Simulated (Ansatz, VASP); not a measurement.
Two plane-wave programs on Hf2N

```
Hf N
1.0
     5.06833    0.00000    0.00000
     0.00000    5.25216    0.00000
     0.00000    0.00000    3.20058
Hf N
4 2
Direct
  0.28160 0.30920 0.00000
  0.71840 0.69080 0.00000
  0.78160 0.19080 0.50000
  0.21840 0.80920 0.50000
  0.00000 0.00000 0.00000
  0.50000 0.50000 0.50000
```

Change from the starting cell: mode 4 frozen in at -0.102 Å, normal strain along x -0.0350.

Alike in both runs: task single point; functional LDA; k mesh 8 × 8 × 12; occupations gaussian, width 0.15 eV; no spin polarisation.

|  | VASP | Ansatz |
| --- | --- | --- |
| version | VASP 6.6.1 | Ansatz 0.2.0 |
| potentials or method | VASP PAW LDA potentials, release 64 (Hf_pv, N), cutoff 520 eV | scalar-relativistic, plane waves, PAW |
| valence electrons in the cell | 50 | 114 |

|  | VASP | Ansatz | Ansatz less VASP |
| --- | --- | --- | --- |
| gap on the k mesh at the Fermi level (eV) | none | none | - |
| pressure (GPa) | 7.9 | 8.0 | +0.07 |
| traceless stress, the component that is largest in VASP (GPa) | -4.05 | -3.93 | +0.120 |
| rms of the force components (eV/Å) | 0.049 | 0.052 | +0.0030 |

Ansatz warns that its potentials were made for another functional, while VASP's fit it. LDA's correlation is that of Perdew and Zunger in VASP and of Perdew and Wang (1992) in Ansatz. Atom by atom the forces differ by 0.003 eV/Å (rms over components). A gap of «none» marks a metal or a gap that the smearing closes. VASP's potentials hold 50 valence electrons a cell and Ansatz's 114, so a difference there can come from the potentials and not from the codes.

Neither program's run includes spin-orbit coupling.
